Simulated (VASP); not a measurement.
Runs of VASP 6.6.1 on CaO. Symmetry: Fm-3m, No. 225, cubic system. The conventional cell has a = 4.898 Å, b = 4.898 Å, c = 4.898 Å, α = 90.00°, β = 90.00°, γ = 90.00°. Within 3.2 Å of Ca (site symmetry m-3m) lie 6 O at 2.45 Å. O (site symmetry m-3m) has 6 Ca at 2.45 Å within 3.2 Å. 

```tsv
task	level	potentials or basis	gap on the mesh (eV)	pressure (GPa)
electric field gradients	r2SCAN	VASP PAW PBE potentials, release 64 (Ca_sv, O)	(b)	-5.7
electric field gradients	PBEsol	VASP PAW PBE potentials, release 64 (Ca_sv, O)	3.61	-7.4
single point	PBE	VASP PAW PBE potentials, release 64 (Ca_sv, O)	(a)	-3.6
electric field gradients	LDA	VASP PAW LDA potentials, release 64 (Ca_sv, O)	3.53	-11.2
```

Alike in all rows: no spin polarisation; cell as given; k mesh 9 × 9 × 9; cutoff (eV) 520; smearing fermi-dirac 0.03 eV.

Question: Fill in the values left out.

Answer: (a) 3.70; (b) 4.25.

Caveats: the cell stands under tension; an odd mesh through Γ misses points on the zone boundary, where band edges can lie; the PAW data sets were made with another functional, which shifts forces and pressure a little (at least some runs).
